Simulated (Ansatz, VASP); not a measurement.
## MgO: VASP beside Ansatz

```xyz
2
Lattice="0.0000 2.1267 2.1267 2.1267 0.0000 2.1267 2.1267 2.1267 0.0000" Properties=species:S:1:pos:R:3 pbc="T T T"
Mg    0.0000    0.0000    0.0000
O     2.1267    2.1267    2.1267
```

Alike in both runs: functional PBE; k mesh 10 × 10 × 10; occupations gaussian, width 0.02 eV; no spin polarisation.

Ansatz relaxed the structure, and its values are those at the end. VASP's run is a single point on that final structure, the one shown.

```csv
,VASP,Ansatz
version,VASP 6.6.1,Ansatz 0.2.0
potentials or method,"VASP PAW PBE potentials, release 64 (Mg, O), cutoff 520 eV","scalar-relativistic, plane waves, PAW"
valence electrons in the cell,8,16
```

|  | VASP | Ansatz | Ansatz less VASP |
| --- | --- | --- | --- |
| gap on the k mesh at the Fermi level (eV) | 4.45 | 4.46 | +0.017 |
| least direct gap on the mesh (eV) | 4.45 | 4.46 | +0.017 |
| pressure (GPa) | -0.7 | 0.0 | +0.75 |

The functional is the same, so the differences come from potentials, cutoffs and numerics. VASP's potentials hold 8 valence electrons a cell and Ansatz's 16, so a difference there can come from the potentials and not from the codes.
